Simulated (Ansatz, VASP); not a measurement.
## SnO2: VASP beside Ansatz

The input INCAR:

```
SYSTEM = SnO2
ALGO = Normal
EDIFF = 1E-7
ENCUT = 520
GGA = PE
ISIF = 2
ISMEAR = 0
LASPH = .True.
LCHARG = .True.
LELF = .True.
LREAL = .False.
LVHAR = .True.
LWAVE = .False.
NBANDS = 20
NELM = 60
PREC = Accurate
SIGMA = 0.15
```

File KPOINTS:

```
k-points
0
Gamma
  16 16 16
  0 0 0
```

The input POSCAR:

```
SnO2
1.0
    0.0000000000      2.5716524213      2.6230854697
    2.5716524213      0.0000000000      2.6230854697
    2.5716524213      2.5716524213      0.0000000000
Sn O
1 2
Direct
    0.0000000000      0.0000000000      0.0000000000
    0.2500000000      0.2500000000      0.2500000000
    0.7500000000      0.7500000000      0.7500000000
```

Input for Ansatz:

```yaml
crystal:
  lattice:
    - [0.0, 2.5716524213, 2.6230854697]
    - [2.5716524213, 0.0, 2.6230854697]
    - [2.5716524213, 2.5716524213, 0.0]
  atoms:
    - { symbol: Sn, position: [0.0, 0.0, 0.0] }
    - { symbol: O, position: [0.25, 0.25, 0.25] }
    - { symbol: O, position: [0.75, 0.75, 0.75] }
basis:
  ecutwfc: 420
kpoints:
  mp_grid: { grid: [16, 16, 16] }
hamiltonian:
  xc: pbe
scf:
  occupations: { method: gaussian, width: 0.15 }
output:
  forces: true
  stress: true
  eigenvalues: true
```

Change from the starting cell: strain +0.0200 x Voigt [0, 0, 1, 0, 0, 0], atoms carried along.

Alike in both runs: task single point; functional PBE; k mesh 16 × 16 × 16; occupations gaussian, width 0.15 eV; no spin polarisation.

|  | VASP | Ansatz |
| --- | --- | --- |
| version | VASP 6.6.1 | Ansatz 0.2.0 |
| potentials or method | VASP PAW PBE potentials, release 64 (Sn_d, O), cutoff 520 eV | scalar-relativistic, plane waves, PAW |
| valence electrons in the cell | 26 | 26 |

|  | VASP | Ansatz | Ansatz less VASP |
| --- | --- | --- | --- |
| gap on the k mesh at the Fermi level (eV) | none | none | - |
| pressure (GPa) | -3.0 | -3.4 | -0.48 |
| traceless stress, the component that is largest in VASP (GPa) | -5.38 | -5.39 | -0.005 |

A gap of «none» marks a metal or a gap that the smearing closes.
